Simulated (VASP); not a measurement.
# NbCd3 (Pm-3m) in VASP: further runs, part 2 of 2

VASP 6.6.1. Earlier steps stand in the parts before.

**3. Single point, r2SCAN (volume scaled by 0.94)**

The input, POSCAR:

```
NbCd3
1.0
    4.1849179624      0.0000000000      0.0000000000
    0.0000000000      4.1849179624      0.0000000000
    0.0000000000      0.0000000000      4.1849179624
Nb Cd
1 3
Direct
    0.0000000000      0.0000000000      0.0000000000
    0.0000000000      0.5000000000      0.5000000000
    0.5000000000      0.0000000000      0.5000000000
    0.5000000000      0.5000000000      0.0000000000
```

The input, INCAR.step1:

```
SYSTEM = NbCd3
ALGO = Normal
EDIFF = 1E-4
ENCUT = 520
GGA = PE
ISMEAR = 0
LASPH = .True.
LCHARG = .False.
LREAL = .False.
LWAVE = .True.
NBANDS = 32
NELM = 100
PREC = Accurate
SIGMA = 0.1
```

The input, INCAR.step2:

```
SYSTEM = NbCd3
ALGO = Normal
EDIFF = 1E-7
ENCUT = 520
ISIF = 2
ISMEAR = 0
ISTART = 1
LASPH = .True.
LCHARG = .True.
LELF = .True.
LMIXTAU = .True.
LREAL = .False.
LVHAR = .True.
LWAVE = .False.
METAGGA = R2SCAN
NBANDS = 32
NELM = 100
PREC = Accurate
SIGMA = 0.1
```

The input, KPOINTS:

```
k-points
0
Gamma
  10 10 10
  0 0 0
```

Potentials or basis: VASP PAW PBE potentials, release 64 (Nb_sv, Cd).

The run is started by

```console
$ cat potpaw_PBE.64/Nb_sv/POTCAR potpaw_PBE.64/Cd/POTCAR > POTCAR
$ cp INCAR.step1 INCAR
$ mpirun -np 1 vasp_std > vasp.out
$ cp INCAR.step2 INCAR
$ mpirun -np 1 vasp_std > vasp.out
```

OUTCAR:

```text
SYSTEM = NbCd3
   EDIFF = 1E-7
   ENCUT = 520
   ISIF = 2
   ISMEAR = 0
   ISTART = 1
   LASPH = .True.
   LREAL = .False.
   METAGGA = R2SCAN
   NELM = 100
   PREC = Accurate

 ion  position               nearest neighbor table
   1  0.000  0.000  0.000-   2 2.96   3 2.96   4 2.96   2 2.96   3 2.96   2 2.96   4 2.96   2 2.96
                             3 2.96   4 2.96   3 2.96   4 2.96
   2  0.000  0.500  0.500-   1 2.96   3 2.96   4 2.96   1 2.96   4 2.96   1 2.96   3 2.96   1 2.96
                             3 2.96   4 2.96   4 2.96   3 2.96
   3  0.500  0.000  0.500-   1 2.96   2 2.96   4 2.96   1 2.96   4 2.96   2 2.96   4 2.96   4 2.96
                             1 2.96   2 2.96   1 2.96   2 2.96
   4  0.500  0.500  0.000-   1 2.96   2 2.96   3 2.96   2 2.96   3 2.96   1 2.96   3 2.96   3 2.96
                             1 2.96   2 2.96   2 2.96   1 2.96

  LATTYP: Found a simple cubic cell.
 ALAT       =     4.1849179624

  Lattice vectors:

 A1 = (   4.1849179624,   0.0000000000,   0.0000000000)
 A2 = (   0.0000000000,   4.1849179624,   0.0000000000)
[... 174 lines left out ...]
  ---------------------------------------------------
  ext. energy  EPLUGINS =         0.00000000
  ---------------------------------------------------
  free energy    TOTEN  =       -84.56825943 eV

  energy without entropy =      -84.56087309  energy(sigma->0) =      -84.56456626

 E-fermi :   5.3585     XC(G=0): -13.0523

 val. band max:        5.3062025323   @ k =   0.5000   0.5000   0.3000
 cond. band min:       5.3911023132   @ k =   0.1000   0.0000   0.0000
 fundamental gap:      0.0848997809
 Fermi energy:         5.3584882791

 k-point     1 :       0.0000    0.0000    0.0000
  band No.  band energies     occupation
      1     -51.2684      2.00000
      2     -26.6401      2.00000
      3     -26.6401      2.00000
      4     -26.6401      2.00000
      5      -4.8404      2.00000
      6      -4.6321      2.00000
[... 829 lines left out ...]
     31      12.5872      0.00000
     32      12.9925      0.00000

 [... further k-points ...]
[... 5 lines left out ...]
  --------------------------------------------------------------------------------------
  -------------------------------------------------------------------------------------
  Total        3.7848960      3.7848960      3.7848960     -0.0000000      0.0000000      0.0000000
  in kB       82.7377463     82.7377463     82.7377463     -0.0000000      0.0000000      0.0000000
  external PRESSURE =      82.7377463 kB  Pullay stress =       0.0000000 kB

 VOLUME and BASIS-vectors are now :
 -----------------------------------------------------------------------------
  energy-cutoff  :      520.00
  volume of cell :       73.29
      direct lattice vectors                 reciprocal lattice vectors
     4.184917962  0.000000000  0.000000000     0.238953310  0.000000000  0.000000000
     0.000000000  4.184917962  0.000000000     0.000000000  0.238953310  0.000000000
     0.000000000  0.000000000  4.184917962     0.000000000  0.000000000  0.238953310

 POSITION                                       TOTAL-FORCE (eV/Angst)
 -----------------------------------------------------------------------------------
      0.00000      0.00000      0.00000         0.000000      0.000000      0.000000
      0.00000      2.09246      2.09246         0.000000      0.000000      0.000000
      2.09246      0.00000      2.09246         0.000000      0.000000      0.000000
      2.09246      2.09246      0.00000         0.000000      0.000000      0.000000
 -----------------------------------------------------------------------------------
    total drift:                                0.000000     -0.000000     -0.000000

  FREE ENERGIE OF THE ION-ELECTRON SYSTEM (eV)
  ---------------------------------------------------
  free  energy   TOTEN  =       -84.5682594286 eV

  energy  without entropy=      -84.5608730902  energy(sigma->0) =      -84.56456626
```

OUTCAR.step1:

```text
SYSTEM = NbCd3
   EDIFF = 1E-4
   ENCUT = 520
   GGA = PE
   ISMEAR = 0
[... 1073 lines left out ...]
      0.00000      0.00000      0.00000         0.000000      0.000000      0.000000
      0.00000      2.09246      2.09246         0.000000      0.000000      0.000000
      2.09246      0.00000      2.09246         0.000000      0.000000      0.000000
      2.09246      2.09246      0.00000         0.000000      0.000000      0.000000
 -----------------------------------------------------------------------------------
    total drift:                                0.000000     -0.000000     -0.000000

  FREE ENERGIE OF THE ION-ELECTRON SYSTEM (eV)
  ---------------------------------------------------
  free  energy   TOTEN  =       -11.6716828527 eV

  energy  without entropy=      -11.6647240816  energy(sigma->0) =      -11.66820347
```

Run time: 2 min. Hardware: 1 thread of Intel Xeon 6975P-C (Granite Rapids), shared host; peak memory 0.26 GiB.

What came out:

* Free energy: -84.5683 eV
* Pressure: 8.3 GPa

Caveat: the PAW data sets were made with another functional, which shifts forces and pressure a little.
